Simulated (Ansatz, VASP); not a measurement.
In3Se in VASP and in Ansatz

```
In Se
1.0
     4.66842    0.00000    0.00000
     0.00000    4.66842    0.00000
     0.00000    0.00000    4.66842
In Se
3 1
Direct
  0.00000 0.50000 0.50000
  0.50000 0.00000 0.50000
  0.50000 0.50000 0.00000
  0.00000 0.00000 0.00000
```

Alike in both runs: task single point; functional PBEsol; k mesh 8 × 8 × 8; occupations gaussian, width 0.15 eV; no spin polarisation.

|  | VASP | Ansatz |
| --- | --- | --- |
| version | VASP 6.6.1 | Ansatz 0.2.0 |
| potentials or method | VASP PAW PBE potentials, release 64 (In_d, Se), cutoff 520 eV | scalar-relativistic, plane waves, PAW |
| valence electrons in the cell | 45 | 55 |

```csv
,VASP,Ansatz,Ansatz less VASP
gap on the k mesh at the Fermi level (eV),none,none,-
pressure (GPa),0.0,0.0,+0.02
```

VASP's potentials were made for PBE, not for PBEsol. A gap of «none» marks a metal or a gap that the smearing closes. VASP's potentials hold 45 valence electrons a cell and Ansatz's 55, so a difference there can come from the potentials and not from the codes.
